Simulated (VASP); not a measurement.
# HfO2 (P1) in VASP: a series of runs

The runs below take HfO2 through single point, with PBE.

Everything below comes from runs of VASP 6.6.1. Logs are shortened: lines on timing, memory, paths and dates and some standing lists are left out, and cuts for length are marked.

## (1) The cell of the first run

The typed cell holds 6 atoms: a = 3.618 Å, b = 3.585 Å, c = 5.305 Å, α = 90.34°, β = 89.17°, γ = 88.94°.

## (2) Single point, PBE (atoms moved at random and the cell strained at random)

Input file INCAR:

```
SYSTEM = HfO2
PREC = Accurate ; ENCUT = 520
EDIFF = 1E-6 ; ISMEAR = 0
SIGMA = 0.05 ; LREAL = .False.
LASPH = .True. ; NELM = 60
ALGO = Normal ; ISIF = 2
LWAVE = .False. ; LCHARG = .False.
GGA = PE ; NBANDS = 31
```

Input file KPOINTS:

```
regular mesh
0
Gamma
  6 6 4
  0 0 0
```

Input file POSCAR:

```
HfO2
1.0
    3.6173586133      0.0333464052      0.0262887759
    0.0333464052      3.5852424131     -0.0109743893
    0.0383938828     -0.0160277305      5.3053288651
Hf O
2 4
Direct
    0.4840296007      0.5218441720      0.4870436331
   -0.0260833385      0.0434122615      0.0003162767
   -0.0044040558      0.4945962796      0.7324471489
    0.5053369768     -0.0427557426      0.8042817256
    0.4801269343      0.0026118319      0.2992473548
    0.0609938825      0.4802911976      0.1766638609
```

Potentials or basis: VASP PAW PBE potentials, release 64 (Hf_pv, O).

Run with:

```console
$ cat potpaw_PBE.64/Hf_pv/POTCAR potpaw_PBE.64/O/POTCAR > POTCAR
$ mpirun -np 1 vasp_std > vasp.out
```

OUTCAR:

```text
SYSTEM = HfO2
   PREC = Accurate
   ENCUT = 520
   EDIFF = 1E-6
   ISMEAR = 0
   LREAL = .False.
   LASPH = .True.
   NELM = 60
   ISIF = 2
   GGA = PE

 ion  position               nearest neighbor table
   1  0.484  0.522  0.487-   5 2.00   5 2.11   3 2.18   6 2.27   3 2.28   4 2.29   4 2.64   6 2.64
                             2 3.53   2 3.64   2 3.65   2 3.69   2 3.69   2 3.71   2 3.74   2 3.78
   2  0.974  0.043  0.000-   6 1.85   4 2.03   3 2.16   4 2.19   6 2.25   5 2.38   3 2.42   5 2.44
                             1 3.53   1 3.64   1 3.65   1 3.69   1 3.69   1 3.71   1 3.74   1 3.78
   3  0.996  0.495  0.732-   2 2.16   1 2.18   1 2.28   2 2.42
   4  0.505  0.957  0.804-   2 2.03   2 2.19   1 2.29   1 2.64
   5  0.480  0.003  0.299-   1 2.00   1 2.11   2 2.38   2 2.44
   6  0.061  0.480  0.177-   2 1.85   2 2.25   1 2.27   1 2.64

  LATTYP: Found a triclinic cell.
 ALAT       =     5.0460377825
 B/A-ratio  =     0.7105405147
 C/A-ratio  =     1.0514174144
 COS(alpha) =     0.0060142687
 COS(beta)  =     0.0146507742
 COS(gamma) =     0.6972810328

  Lattice vectors:

 A1 = (  -3.5840122081,   3.5518960079,  -0.0372631652)
 A2 = (   0.0333464052,   3.5852424131,  -0.0109743893)
 A3 = (  -0.0383938828,   0.0160277305,  -5.3053288651)

Analysis of symmetry for initial positions (statically):
=====================================================================
 Subroutine PRICEL returns:
 Original cell was already a primitive cell.

 Routine SETGRP: Setting up the symmetry group for a
 triclinic supercell.

 Subroutine GETGRP returns: Found  1 space group operations
 (whereof  1 operations were pure point group operations)
 out of a pool of  2 trial point group operations.

The static configuration has the point symmetry C_1 .

Analysis of symmetry for dynamics (positions and initial velocities):
=====================================================================
 Subroutine PRICEL returns:
 Original cell was already a primitive cell.

 Routine SETGRP: Setting up the symmetry group for a
 triclinic supercell.

 Subroutine GETGRP returns: Found  1 space group operations
 (whereof  1 operations were pure point group operations)
 out of a pool of  2 trial point group operations.

The dynamic configuration has the point symmetry C_1 .

 Subroutine INISYM returns: Found  1 space group operations
 (whereof  1 operations are pure point group operations),
 and found     1 'primitive' translations

----------------------------------------------------------------------------------------

                                     Primitive cell

  volume of cell :      68.7952

  direct lattice vectors                    reciprocal lattice vectors
     3.617358613  0.033346405  0.026288776     0.276483166 -0.002577723 -0.002008655
     0.033346405  3.585242413 -0.010974389    -0.002577723  0.278947780  0.000861373
     0.038393883 -0.016027731  5.305328865    -0.001375352  0.000589793  0.188501464

  length of vectors
     3.617607831  3.585414283  5.305491998     0.276502478  0.278961020  0.188507404

  position of ions in fractional coordinates (direct lattice)
     0.484029601  0.521844172  0.487043633
     0.973916661  0.043412262  0.000316277
     0.995595944  0.494596280  0.732447149
     0.505336977  0.957244257  0.804281726
     0.480126934  0.002611832  0.299247355
     0.060993883  0.480291198  0.176663861

  ion indices of the primitive-cell ions
   primitive index   ion index
                 1           1
                 2           2
                 3           3
                 4           4
                 5           5
                 6           6

----------------------------------------------------------------------------------------

 KPOINTS: regular mesh

Automatic generation of k-mesh.
 Grid dimensions read from file:
 generate k-points for:    6    6    4

 Generating k-lattice:

  Cartesian coordinates                     Fractional coordinates (reciprocal lattice)
     0.046080528 -0.000429621 -0.000334776     0.166666667 -0.000000000  0.000000000
    -0.000429621  0.046491297  0.000143562     0.000000000  0.166666667  0.000000000
    -0.000343838  0.000147448  0.047125366     0.000000000  0.000000000  0.250000000

  Length of vectors
     0.046083746  0.046493503  0.047126851

  Shift w.r.t. Gamma in fractional coordinates (k-lattice)
     0.000000000  0.000000000  0.000000000

 Subroutine IBZKPT returns following result:
 ===========================================

 Found     76 irreducible k-points:

 Following reciprocal coordinates:
            Coordinates               Weight
  0.000000  0.000000  0.000000      1.000000
  0.166667  0.000000 -0.000000      2.000000
  0.333333  0.000000  0.000000      2.000000
  0.500000  0.000000 -0.000000      1.000000
 -0.000000  0.166667 -0.000000      2.000000
  0.166667  0.166667  0.000000      2.000000
[... 16 lines left out ...]
  0.333333  0.000000  0.250000      2.000000
  0.500000  0.000000  0.250000      2.000000
 [... further k-points ...]
   k-points           NKPTS =     76   k-points in BZ     NKDIM =     76   number of bands    NBANDS=     31
   number of dos      NEDOS =    301   number of ions     NIONS =      6
   total plane-waves  NPLWV =  31360
   dimension x,y,z NGX =    28 NGY =   28 NGZ =   40
   dimension x,y,z NGXF=    56 NGYF=   56 NGZF=   80
   ions per type =               2   4
   NGX,Y,Z   is equivalent  to a cutoff of  12.87, 12.98, 12.53 a.u.
   NGXF,Y,Z  is equivalent  to a cutoff of  25.73, 25.97, 25.07 a.u.
 SYSTEM =  HfO2
   PREC   = accura    normal or accurate (medium, high low for compatibility)
   ISTART =      0    job   : 0-new  1-cont  2-samecut
   ICHARG =      2    charge: 1-file 2-atom 10-const
   ISPIN  =      1    spin polarized calculation?
   LNONCOLLINEAR =      F non collinear calculations
   LSORBIT =      F    spin-orbit coupling
   LASPH  =      T    aspherical Exc in radial PAW
   ENCUT  =  520.0 eV  38.22 Ry    6.18 a.u.   6.73  6.67  9.86*2*pi/ulx,y,z
   NELM   =     60;   NELMIN=  2; NELMDL= -5     # of ELM steps
   EDIFF  = 0.1E-05   stopping-criterion for ELM
   LREAL  =      F    real-space projection
   EDIFFG = 0.1E-04   stopping-criterion for IOM
   NSW    =      0    number of steps for IOM
   IBRION =     -1    ionic relax: 0-MD 1-quasi-New 2-CG
   NFREE  =      0    steps in history (QN), initial steepest desc. (CG)
   ISIF   =      2    stress and relaxation
   ISYM   =      2    0-nonsym 1-usesym 2-fastsym
   POTIM  = 0.5000    time-step for ionic-motion
   TEBEG  =    0.0;   TEEND  =   0.0 temperature during run
   PSTRESS=    0.0 pullay stress
   NELECT =      44.0000    total number of electrons
   NUPDOWN=      -1.0000    fix difference up-down
   EMIN   =  10.00;   EMAX   =-10.00  energy-range for DOS
   EFERMI =   0.00;   METHOD = LEGACY
   ISMEAR =     0;   SIGMA  =   0.05  broadening in eV -4-tet -1-fermi 0-gaus
   EFERMI_NEDOS =   21; number of points for ismear=-14 and -15
   IALGO  =     38    algorithm
   IMIX   =      4    mixing-type and parameters
     AMIX     =   0.40;   BMIX     =  1.00
     AMIX_MAG =   1.60;   BMIX_MAG =  1.00
  volume/ion in A,a.u.               =      11.47        77.38
  Fermi-wavevector in a.u.,A,eV,Ry     =   1.410500  2.665458 27.068921  1.989510
  Thomas-Fermi vector in A             =   2.532447
   LORBIT       =      0    0 simple, 1 ext, 2 COOP (PROOUT), +10 PAW based schemes
   GGA     = PE    functional components
   LHFCALC =     F    Hartree Fock is set to
   AEXX    =    0.0000 exact exchange contribution
   IVDW    =     0    specifies the selected vdW correction
   LEPSILON=     F    determine dielectric tensor
   LRPA    =     F    only Hartree local field effects (RPA)
 non-spin polarized calculation
 Gauss-broadening in eV      SIGMA  =   0.05
  energy-cutoff  :      520.00
  volume of cell :       68.80
 maximum number of plane-waves:      1870
   NGX = 13   NGY = 13   NGZ = 19

 number of electron      43.9999994 magnetization

 Free energy of the ion-electron system (eV)
  ---------------------------------------------------
  ext. energy  EPLUGINS =         0.00000000
  ---------------------------------------------------
  free energy    TOTEN  =       -59.33656362 eV

  energy without entropy =      -59.33656362  energy(sigma->0) =      -59.33656362

 E-fermi :   4.0782     XC(G=0): -11.5289

 val. band max:        3.7665552314   @ k =   0.5000   0.5000   0.5000
 cond. band min:       7.4215359695   @ k =   0.0000   0.0000   0.0000
 fundamental gap:      3.6549807381
 Fermi energy:         4.0781835120

 k-point     1 :       0.0000    0.0000    0.0000
  band No.  band energies     occupation
      1     -26.5119      2.00000
      2     -26.3814      2.00000
      3     -26.3384      2.00000
      4     -25.8361      2.00000
      5     -25.6190      2.00000
      6     -25.5384      2.00000
[... 23 lines left out ...]
     30      12.0834      0.00000
     31      12.6760      0.00000

 k-point     2 :       0.1667    0.0000   -0.0000
  band No.  band energies     occupation
      1     -26.4959      2.00000
      2     -26.4136      2.00000
      3     -26.3404      2.00000
      4     -25.8399      2.00000
      5     -25.6188      2.00000
      6     -25.5951      2.00000
[... 23 lines left out ...]
     30      12.0542      0.00000
     31      12.3268      0.00000

 k-point     3 :       0.3333    0.0000    0.0000
  band No.  band energies     occupation
      1     -26.5053      2.00000
      2     -26.4454      2.00000
      3     -26.3326      2.00000
      4     -25.8519      2.00000
      5     -25.7081      2.00000
      6     -25.6130      2.00000
[... 703 lines left out ...]
     30      12.0788      0.00000
     31      12.4684      0.00000

 k-point    24 :       0.5000    0.0000    0.2500
  band No.  band energies     occupation
      1     -26.5493      2.00000
      2     -26.4439      2.00000
      3     -26.3297      2.00000
      4     -25.8488      2.00000
      5     -25.7449      2.00000
      6     -25.6093      2.00000
[... 23 lines left out ...]
     30      12.1953      0.00000
     31      12.4880      0.00000

 [... further k-points ...]

------------------------ aborting loop because EDIFF is reached ----------------------------------------

  FORCE on cell =-STRESS in cart. coord.  units (eV):
  Direction    XX          YY          ZZ          XY          YZ          ZX
  --------------------------------------------------------------------------------------
  -------------------------------------------------------------------------------------
  Total       -2.4890482      6.0608545     -1.8747061     -0.8538588      2.2501750      1.8992217
  in kB      -57.9676583    141.1517653    -43.6601917    -19.8855912     52.4045197     44.2311388
  external PRESSURE =      13.1746384 kB  Pullay stress =       0.0000000 kB

 VOLUME and BASIS-vectors are now :
 -----------------------------------------------------------------------------
  energy-cutoff  :      520.00
  volume of cell :       68.80
      direct lattice vectors                 reciprocal lattice vectors
     3.617358613  0.033346405  0.026288776     0.276483166 -0.002577723 -0.002008655
     0.033346405  3.585242413 -0.010974389    -0.002577723  0.278947780  0.000861373
     0.038393883 -0.016027731  5.305328865    -0.001375352  0.000589793  0.188501464

 POSITION                                       TOTAL-FORCE (eV/Angst)
 -----------------------------------------------------------------------------------
      1.78701      1.87927      2.59092        -0.451161     -0.422644      2.777538
      3.52447      0.18812      0.02680         0.723708     -3.976376     -2.830693
      3.64604      1.79471      3.90662         0.198093     -0.606643     -3.606475
      1.89079      3.43591      4.26976        -1.152610      0.790720     -0.204555
      1.74837      0.02058      1.60020         1.567288      0.076813      0.334538
      0.24344      1.72116      0.93359        -0.885318      4.138130      3.529646
 -----------------------------------------------------------------------------------
    total drift:                                0.000042      0.000393      0.000350

  FREE ENERGIE OF THE ION-ELECTRON SYSTEM (eV)
  ---------------------------------------------------
  free  energy   TOTEN  =       -59.3365636201 eV

  energy  without entropy=      -59.3365636201  energy(sigma->0) =      -59.33656362
```

Wall time 69 s (1 thread of Intel Xeon 6975P-C (Granite Rapids), shared host); peak memory 0.25 GiB.

What came out:

```
Free energy            : -59.3366 eV
Pressure               : 1.3 GPa
Largest force          : 5.511 eV/Å
Band gap on the k mesh : 3.65 eV, indirect (least direct gap 3.75 eV)
```

Forces in eV/Å, atoms in the order of the input:
```
Hf  -0.451 -0.423  2.778
Hf   0.724 -3.976 -2.831
O    0.198 -0.607 -3.606
O   -1.153  0.791 -0.205
O    1.567  0.077  0.335
O   -0.885  4.138  3.530
```

Stress tensor (GPa, compression positive):
```
-5.80 -1.99  4.42
-1.99 14.12  5.24
 4.42  5.24 -4.37
```

Caveat: the cell differs from its parent crystal (atoms moved at random and the cell strained at random); spin-orbit coupling is left out, which moves the levels of the heavy elements; forces of over 1 eV/Å act on the atoms, so gaps and moduli don't describe the material at rest. A k mesh can miss the band edges.

(Continued in part 2 of 2.)
